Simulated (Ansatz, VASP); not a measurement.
## WS2: VASP beside Ansatz

```xyz
6
Lattice="3.1541 0.0000 0.0000 -1.5770 2.7315 0.0000 0.0000 0.0000 12.1409" Properties=species:S:1:pos:R:3 pbc="T T T"
W     0.0000    1.8210    3.0352
W     1.5770    0.9105    9.1057
S     0.0000    1.8210    7.5309
S     1.5770    0.9105    1.4605
S     0.0000    1.8210   10.6804
S     1.5770    0.9105    4.6100
```

Alike in both runs: functional PBE; dispersion D3(BJ); k mesh 15 × 15 × 4; occupations gaussian, width 0.02 eV; no spin polarisation.

Ansatz relaxed the structure, and its values are those at the end. VASP's run is a single point on that final structure, the one shown.

|  | VASP | Ansatz |
| --- | --- | --- |
| version | VASP 6.6.1 | Ansatz 0.2.0 |
| potentials or method | VASP PAW PBE potentials, release 64 (W_sv, S), cutoff 520 eV | scalar-relativistic, plane waves, PAW |
| valence electrons in the cell | 52 | 52 |

|  | VASP | Ansatz | Ansatz less VASP |
| --- | --- | --- | --- |
| gap on the k mesh at the Fermi level (eV) | 0.95 | 0.93 | -0.017 |
| least direct gap on the mesh (eV) | 1.83 | 1.83 | -0.003 |
| pressure (GPa) | 0.0 | 0.0 | +0.03 |

Neither program's run includes spin-orbit coupling.
